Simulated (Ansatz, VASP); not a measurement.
## Two plane-wave programs on CaOsO3

```
CELL_PARAMETERS angstrom
3.95216 -0.09880 0.00000
-0.09880 3.95216 0.00000
0.00000 0.00000 3.95216
ATOMIC_POSITIONS crystal
Ca 0.00000 0.00000 0.00000
Os 0.50000 0.50000 0.50000
O 0.50000 0.50000 0.00000
O 0.50000 0.00000 0.50000
O 0.00000 0.50000 0.50000
```

Alike in both runs: task single point; functional LDA; k mesh 9 × 9 × 9; occupations fermi-dirac, width 0.15 eV; no spin polarisation.

```csv
,VASP,Ansatz
version,VASP 6.6.1,Ansatz 0.2.0
potentials or method,"VASP PAW LDA potentials, release 64 (Ca_sv, Os, O), cutoff 520 eV","plane waves, PAW"
valence electrons in the cell,36,44
```

|  | VASP | Ansatz | Ansatz less VASP |
| --- | --- | --- | --- |
| pressure (GPa) | -11.9 | -14.2 | -2.32 |
| traceless stress, the component that is largest in VASP (GPa) | 1.34 | 1.37 | +0.033 |

LDA's correlation is that of Perdew and Zunger in VASP and of Perdew and Wang (1992) in Ansatz. VASP's potentials hold 36 valence electrons a cell and Ansatz's 44, so a difference there can come from the potentials and not from the codes.

Spin-orbit coupling is off throughout.
